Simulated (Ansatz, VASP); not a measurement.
One calculation of TiO, two programs

The input POSCAR:

```
TiO
1.0
    0.0000000000      2.3051679792      2.3051679792
    2.3051679792      0.0000000000      2.3051679792
    2.3051679792      2.3051679792      0.0000000000
Ti O
1 1
Direct
    0.0000000000      0.0000000000      0.0000000000
    0.2500000000      0.2500000000      0.2500000000
```

The input INCAR.step1:

```
PREC = Accurate
ENCUT = 520
ISMEAR = 0
SIGMA = 0.1
LREAL = F
LASPH = T
NELM = 150
ISPIN = 2
MAGMOM = 0.5 0
LMAXMIX = 4
NBANDS = 20
GGA = PE
ALGO = Normal
EDIFF = 1E-4
LWAVE = T
LCHARG = F
```

Contents of INCAR.step2:

```
PREC = Accurate
ENCUT = 520
EDIFF = 1E-6
ISMEAR = 0
SIGMA = 0.1
LREAL = F
LASPH = T
NELM = 150
ALGO = Normal
ISIF = 2
LWAVE = F
LCHARG = T
ISPIN = 2
MAGMOM = 0.5 0
LORBIT = 11
LMAXMIX = 4
METAGGA = R2SCAN
LMIXTAU = T
LELF = T
LVHAR = T
NBANDS = 20
ISTART = 1
```

The input KPOINTS:

```
regular mesh
0
Gamma
  16 16 16
```

Input for Ansatz:

```yaml
crystal:
  lattice:
    - [0.0, 2.3051679792, 2.3051679792]
    - [2.3051679792, 0.0, 2.3051679792]
    - [2.3051679792, 2.3051679792, 0.0]
  atoms:
    - { symbol: Ti, position: [0.0, 0.0, 0.0], spin: 0.5 }
    - { symbol: O, position: [0.25, 0.25, 0.25] }
basis:
  ecutwfc: 500
kpoints:
  mp_grid: { grid: [16, 16, 16] }
hamiltonian:
  xc: r2scan
scf:
  occupations: { method: gaussian, width: 0.1 }
  lower_state_search: "off"
output:
  forces: true
  stress: true
  eigenvalues: true
  populations: true
magnetization:
  spin_polarized: true
```

Alike in both runs: task single point; functional r2SCAN; k mesh 16 × 16 × 16; occupations gaussian, width 0.1 eV; collinear spin.

```csv
,VASP,Ansatz
version,VASP 6.6.1,Ansatz 0.2.0
potentials or method,"VASP PAW PBE potentials, release 64 (Ti_sv, O), cutoff 520 eV","scalar-relativistic, plane waves, PAW"
valence electrons in the cell,18,18
```

|  | VASP | Ansatz | Ansatz less VASP |
| --- | --- | --- | --- |
| gap on the k mesh at the Fermi level (eV) | none | none | - |
| pressure (GPa) | 1.2 | 0.0 | -1.19 |
| net moment per atom (μB) | 0.16 | 0.17 | +0.012 |
| size of the moment on the site where the two differ most (μB) | 0.28 | 0.23 | -0.049 |

VASP's potentials were made for PBE, not for r2SCAN. Site moments also hang on the region over which each program counts them. A gap of «none» marks a metal or a gap that the smearing closes. With one functional, cell and mesh, what is left measures potentials, basis and numerics. Ansatz's warnings: stability check not made.
